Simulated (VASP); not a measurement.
Set up this calculation in VASP 6.6.1, as the native input.

```yaml
Task: single point
Functional: PBE
Potentials_or_basis: VASP PAW PBE potentials, release 64 (Pd)
Cutoff: 500 eV
k_mesh: 18 × 18 × 18
Occupations: gaussian, width 0.05 eV
Spin: no spin polarisation
Dipole_correction: no
Further_INCAR_settings: ALGO = Normal; EDIFF = 1e-06; NBANDS = 11
```

The structure of Pd lies in POSCAR:

```
Pd
1.0
   -1.5684718640      1.5684718640      1.5684718640
    1.5684718640     -1.5684718640      1.5684718640
    1.5684718640      1.5684718640     -1.5684718640
Pd
1
Direct
    0.0000000000      0.0000000000      0.0000000000
```

This isn't the form of Pd at room conditions, which is fcc.

One way to write it, as run:

INCAR

```
PREC     = Accurate       # precision mode
ENCUT    = 500            # plane-wave cutoff, eV
EDIFF    = 1E-6           # SCF threshold, eV
ISMEAR   = 0              # smearing method
SIGMA    = 0.05           # smearing width, eV
LREAL    = F              # projectors in reciprocal space
LASPH    = T              # aspherical terms in the spheres
NELM     = 120            # most SCF steps
ALGO     = Normal         # electronic algorithm
ISIF     = 2              # what is computed and relaxed
LWAVE    = F              # write WAVECAR
LCHARG   = T              # write CHGCAR
GGA      = PE             # functional
LELF     = T              # ELF
LVHAR    = T            
NBANDS   = 11             # bands
GGA_COMPAT= F
```

KPOINTS

```
Automatic mesh
0
Gamma
  18 18 18
```

Potentials or basis: VASP PAW PBE potentials, release 64 (Pd).

Run with:

```sh
$ cat potpaw_PBE.64/Pd/POTCAR > POTCAR
$ mpirun -np 1 vasp_std > vasp.out
```

Results of the run:

The pressure is -0.3 GPa and the band gap on the k mesh is zero (bands 5 and 6 overlap by 1.54 eV).

Run time: 24 s on 1 thread of AMD EPYC 7R43 64-Core Processor (Zen 3), with other jobs on the host, peak memory 0.11 GiB.
